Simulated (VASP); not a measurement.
# SiC (rocksalt type) (Fm-3m) in VASP: a series of runs

SiC (rocksalt type) is run at these levels: PBEsol; tasks: single point.

Program: VASP 6.6.1. These are calculated values, not measurements. Logs are shortened: lines on timing, memory, paths and dates and some standing lists are left out, and cuts for length are marked.

**1. The cell of the first run**

It takes space group Fm-3m (No. 225, cubic). Conventional cell: a = 3.476 Å, b = 3.476 Å, c = 3.476 Å, α = 90.00°, β = 90.00°, γ = 90.00°. Within 2.3 Å of Si (site symmetry m-3m) lie 6 C at 1.74 Å. Within 2.3 Å of C (site symmetry m-3m) lie 6 Si at 1.74 Å.

**2. Single point, PBEsol (5.25 Å³/atom)**

Input file INCAR:

```
ALGO = Normal ; EDIFF = 1E-6
ENCUT = 600 ; GGA = PS
GGA_COMPAT = F ; ISIF = 2
ISMEAR = -1 ; LASPH = T
LCHARG = T ; LELF = T
LREAL = F ; LVHAR = T
LWAVE = F ; NBANDS = 11
NELM = 120 ; PREC = Accurate
SIGMA = 0.08
```

Input file KPOINTS:

```
k-points
0
Gamma
  17 17 17
```

Input file POSCAR:

```
SiC
1.0
    0.0000000000      1.7382006168      1.7382006168
    1.7382006168      0.0000000000      1.7382006168
    1.7382006168      1.7382006168      0.0000000000
Si C
1 1
Direct
    0.0000000000      0.0000000000      0.0000000000
    0.5000000000      0.5000000000      0.5000000000
```

Potentials or basis: VASP PAW PBE potentials, release 64 (Si, C).

Launch:

```
$ cat potpaw_PBE.64/Si/POTCAR potpaw_PBE.64/C/POTCAR > POTCAR
$ mpirun -np 1 vasp_std > vasp.out
```

OUTCAR:

```text
EDIFF = 1E-6
   ENCUT = 600
   GGA = PS
   ISIF = 2
   ISMEAR = -1
   LASPH = T
   LREAL = F
   NELM = 120
   PREC = Accurate

 ion  position               nearest neighbor table
   1  0.000  0.000  0.000-   2 1.74   2 1.74   2 1.74   2 1.74   2 1.74   2 1.74
   2  0.500  0.500  0.500-   1 1.74   1 1.74   1 1.74   1 1.74   1 1.74   1 1.74

  LATTYP: Found a face centered cubic cell.
 ALAT       =     3.4764012336

  Lattice vectors:

 A1 = (   0.0000000000,   1.7382006168,   1.7382006168)
 A2 = (   1.7382006168,   0.0000000000,   1.7382006168)
 A3 = (   1.7382006168,   1.7382006168,   0.0000000000)

Analysis of symmetry for initial positions (statically):
=====================================================================
 Subroutine PRICEL returns:
 Original cell was already a primitive cell.

 Routine SETGRP: Setting up the symmetry group for a
 face centered cubic supercell.

 Subroutine GETGRP returns: Found 48 space group operations
 (whereof 48 operations were pure point group operations)
 out of a pool of 48 trial point group operations.

The static configuration has the point symmetry O_h .

Analysis of symmetry for dynamics (positions and initial velocities):
=====================================================================
 Subroutine PRICEL returns:
 Original cell was already a primitive cell.

 Routine SETGRP: Setting up the symmetry group for a
 face centered cubic supercell.

 Subroutine GETGRP returns: Found 48 space group operations
 (whereof 48 operations were pure point group operations)
 out of a pool of 48 trial point group operations.

The dynamic configuration has the point symmetry O_h .

 Subroutine INISYM returns: Found 48 space group operations
 (whereof 48 operations are pure point group operations),
 and found     1 'primitive' translations

----------------------------------------------------------------------------------------

                                     Primitive cell

  volume of cell :      10.5034

  direct lattice vectors                    reciprocal lattice vectors
     0.000000000  1.738200617  1.738200617    -0.287653793  0.287653793  0.287653793
     1.738200617  0.000000000  1.738200617     0.287653793 -0.287653793  0.287653793
     1.738200617  1.738200617  0.000000000     0.287653793  0.287653793 -0.287653793

  length of vectors
     2.458186886  2.458186886  2.458186886     0.498230984  0.498230984  0.498230984

  position of ions in fractional coordinates (direct lattice)
     0.000000000  0.000000000  0.000000000
     0.500000000  0.500000000  0.500000000

  ion indices of the primitive-cell ions
   primitive index   ion index
                 1           1
                 2           2

----------------------------------------------------------------------------------------

 KPOINTS: k-points

Automatic generation of k-mesh.
 Grid dimensions read from file:
 generate k-points for:   17   17   17

 Generating k-lattice:

  Cartesian coordinates                     Fractional coordinates (reciprocal lattice)
    -0.016920811  0.016920811  0.016920811     0.058823529  0.000000000  0.000000000
     0.016920811 -0.016920811  0.016920811     0.000000000  0.058823529  0.000000000
     0.016920811  0.016920811 -0.016920811     0.000000000  0.000000000  0.058823529

  Length of vectors
     0.029307705  0.029307705  0.029307705

  Shift w.r.t. Gamma in fractional coordinates (k-lattice)
     0.000000000  0.000000000  0.000000000

 Subroutine IBZKPT returns following result:
 ===========================================

 Found    165 irreducible k-points:

 Following reciprocal coordinates:
            Coordinates               Weight
  0.000000  0.000000  0.000000      1.000000
  0.058824  0.000000  0.000000      8.000000
  0.117647  0.000000  0.000000      8.000000
  0.176471  0.000000  0.000000      8.000000
  0.235294  0.000000  0.000000      8.000000
  0.294118  0.000000  0.000000      8.000000
[... 16 lines left out ...]
 -0.176471  0.058824  0.000000     24.000000
 -0.117647  0.058824  0.000000     24.000000
 [... further k-points ...]
   k-points           NKPTS =    165   k-points in BZ     NKDIM =    165   number of bands    NBANDS=     11
   number of dos      NEDOS =    301   number of ions     NIONS =      2
   total plane-waves  NPLWV =   8000
   dimension x,y,z NGX =    20 NGY =   20 NGZ =   20
   dimension x,y,z NGXF=    40 NGYF=   40 NGZF=   40
   ions per type =               1   1
   NGX,Y,Z   is equivalent  to a cutoff of  13.53, 13.53, 13.53 a.u.
   NGXF,Y,Z  is equivalent  to a cutoff of  27.05, 27.05, 27.05 a.u.
 SYSTEM =  unknown system
   PREC   = accura    normal or accurate (medium, high low for compatibility)
   ISTART =      0    job   : 0-new  1-cont  2-samecut
   ICHARG =      2    charge: 1-file 2-atom 10-const
   ISPIN  =      1    spin polarized calculation?
   LNONCOLLINEAR =      F non collinear calculations
   LSORBIT =      F    spin-orbit coupling
   LASPH  =      T    aspherical Exc in radial PAW
   ENCUT  =  600.0 eV  44.10 Ry    6.64 a.u.   4.91  4.91  4.91*2*pi/ulx,y,z
   NELM   =    120;   NELMIN=  2; NELMDL= -5     # of ELM steps
   EDIFF  = 0.1E-05   stopping-criterion for ELM
   LREAL  =      F    real-space projection
   EDIFFG = 0.1E-04   stopping-criterion for IOM
   NSW    =      0    number of steps for IOM
   IBRION =     -1    ionic relax: 0-MD 1-quasi-New 2-CG
   NFREE  =      0    steps in history (QN), initial steepest desc. (CG)
   ISIF   =      2    stress and relaxation
   ISYM   =      2    0-nonsym 1-usesym 2-fastsym
   POTIM  = 0.5000    time-step for ionic-motion
   TEBEG  =    0.0;   TEEND  =   0.0 temperature during run
   PSTRESS=    0.0 pullay stress
   NELECT =       8.0000    total number of electrons
   NUPDOWN=      -1.0000    fix difference up-down
   EMIN   =  10.00;   EMAX   =-10.00  energy-range for DOS
   EFERMI =   0.00;   METHOD = LEGACY
   ISMEAR =    -1;   SIGMA  =   0.08  broadening in eV -4-tet -1-fermi 0-gaus
   EFERMI_NEDOS =   21; number of points for ismear=-14 and -15
   IALGO  =     38    algorithm
   IMIX   =      4    mixing-type and parameters
     AMIX     =   0.40;   BMIX     =  1.00
     AMIX_MAG =   1.60;   BMIX_MAG =  1.00
  volume/ion in A,a.u.               =       5.25        35.44
  Fermi-wavevector in a.u.,A,eV,Ry     =   1.495070  2.825273 30.412219  2.235235
  Thomas-Fermi vector in A             =   2.607262
   LORBIT       =      0    0 simple, 1 ext, 2 COOP (PROOUT), +10 PAW based schemes
   GGA     = PS    functional components
   LHFCALC =     F    Hartree Fock is set to
   AEXX    =    0.0000 exact exchange contribution
   IVDW    =     0    specifies the selected vdW correction
   LEPSILON=     F    determine dielectric tensor
   LRPA    =     F    only Hartree local field effects (RPA)
 non-spin polarized calculation
  energy-cutoff  :      600.00
  volume of cell :       10.50
 maximum number of plane-waves:       360
   NGX =  9   NGY =  9   NGZ =  9

 number of electron       8.0000000 magnetization

 Free energy of the ion-electron system (eV)
  ---------------------------------------------------
  ext. energy  EPLUGINS =         0.00000000
  ---------------------------------------------------
  free energy    TOTEN  =       -10.85268484 eV

  energy without entropy =      -10.85191057  energy(sigma->0) =      -10.85229771

 E-fermi :  20.7480     XC(G=0): -14.9668

 val. band max:       20.7302776903   @ k =   0.0000   0.0000   0.0000
 cond. band min:      20.9001676389   @ k =   0.4118   0.4118   0.0000
 fundamental gap:      0.1698899486
 Fermi energy:        20.7479512818

 k-point     1 :       0.0000    0.0000    0.0000
  band No.  band energies     occupation
      1      -3.8862      2.00000
      2      20.7303      1.11002
      3      20.7303      1.11002
      4      20.7303      1.11001
      5      29.5940      0.00000
      6      29.5940      0.00000
      7      29.5940      0.00000
      8      36.9765      0.00000
      9      36.9765      0.00000
     10      37.0914      0.00000
     11      38.2970      0.00000

 k-point     2 :       0.0588    0.0000    0.0000
  band No.  band energies     occupation
      1      -3.7732      2.00000
      2      20.0769      1.99955
      3      20.5879      1.76174
      4      20.5879      1.76174
      5      29.4907      0.00000
      6      29.8586      0.00000
      7      29.8586      0.00000
      8      36.1406      0.00000
      9      36.1406      0.00000
     10      37.9908      0.00000
     11      38.4192      0.00000

 k-point     3 :       0.1176    0.0000    0.0000
  band No.  band energies     occupation
      1      -3.4351      2.00000
      2      18.4030      2.00000
      3      20.2177      1.99736
      4      20.2177      1.99736
      5      29.3336      0.00000
      6      30.5121      0.00000
      7      30.5121      0.00000
      8      34.8902      0.00000
      9      34.8902      0.00000
     10      38.6114      0.00000
     11      39.5807      0.00000

 k-point     4 :       0.1765    0.0000    0.0000
  band No.  band energies     occupation
      1      -2.8739      2.00000
      2      16.2102      2.00000
      3      19.7358      1.99999
      4      19.7358      1.99999
      5      29.2544      0.00000
      6      31.0013      0.00000
      7      31.0013      0.00000
      8      34.3423      0.00000
      9      34.3423      0.00000
     10      38.5916      0.00000
     11      39.6427      0.00000
[... 239 lines left out ...]
 k-point    22 :      -0.2353    0.0588    0.0000
  band No.  band energies     occupation
      1      -1.6871      2.00000
      2      13.1169      2.00000
      3      18.0715      2.00000
      4      19.4699      2.00000
      5      29.4179      0.00000
      6      30.1142      0.00000
      7      30.7404      0.00000
      8      34.4269      0.00000
      9      36.7515      0.00000
     10      38.3646      0.00000
     11      40.7611      0.00000

 k-point    23 :      -0.1765    0.0588    0.0000
  band No.  band energies     occupation
      1      -2.5388      2.00000
      2      15.4799      2.00000
      3      18.5277      2.00000
      4      19.9796      1.99987
      5      29.2508      0.00000
      6      30.6662      0.00000
      7      31.4987      0.00000
      8      33.1855      0.00000
      9      35.5266      0.00000
     10      38.9821      0.00000
     11      40.1503      0.00000

 k-point    24 :      -0.1176    0.0588    0.0000
  band No.  band energies     occupation
      1      -3.1729      2.00000
      2      17.7202      2.00000
      3      19.0755      2.00000
      4      20.4080      1.97187
      5      29.1319      0.00000
      6      30.4337      0.00000
      7      31.5626      0.00000
      8      33.3954      0.00000
      9      35.3341      0.00000
     10      38.9562      0.00000
     11      40.1283      0.00000

 [... further k-points ...]

------------------------ aborting loop because EDIFF is reached ----------------------------------------

  FORCE on cell =-STRESS in cart. coord.  units (eV):
  Direction    XX          YY          ZZ          XY          YZ          ZX
  --------------------------------------------------------------------------------------
  -------------------------------------------------------------------------------------
  Total       19.2382698     19.2382698     19.2382698     -0.0000000     -0.0000000      0.0000000
  in kB     2934.5863885   2934.5863885   2934.5863885     -0.0000000     -0.0000000      0.0000000
  external PRESSURE =    2934.5863885 kB  Pullay stress =       0.0000000 kB

 VOLUME and BASIS-vectors are now :
 -----------------------------------------------------------------------------
  energy-cutoff  :      600.00
  volume of cell :       10.50
      direct lattice vectors                 reciprocal lattice vectors
     0.000000000  1.738200617  1.738200617    -0.287653793  0.287653793  0.287653793
     1.738200617  0.000000000  1.738200617     0.287653793 -0.287653793  0.287653793
     1.738200617  1.738200617  0.000000000     0.287653793  0.287653793 -0.287653793

 POSITION                                       TOTAL-FORCE (eV/Angst)
 -----------------------------------------------------------------------------------
      0.00000      0.00000      0.00000         0.000000      0.000000      0.000000
      1.73820      1.73820      1.73820        -0.000000     -0.000000      0.000000
 -----------------------------------------------------------------------------------
    total drift:                                0.000000      0.000000      0.000000

  FREE ENERGIE OF THE ION-ELECTRON SYSTEM (eV)
  ---------------------------------------------------
  free  energy   TOTEN  =       -10.8526848371 eV

  energy  without entropy=      -10.8519105747  energy(sigma->0) =      -10.85229771
```

Wall time 8.4 s (1 thread of Intel Xeon 6975P-C (Granite Rapids), shared host); peak memory 0.13 GiB.

What came out:

```yaml
Free_energy: -10.8527 eV
Pressure: 293.5 GPa
Band_gap_on_the_k_mesh: zero (bands 4 and 5 overlap by 0.16 eV)
```

Caveat: the cell stands under pressure; semilocal functionals underestimate gaps, so a narrow gap can read as zero; the PAW data sets were made with another functional, which shifts forces and pressure a little.

(Part 1 of 2 ends here.)
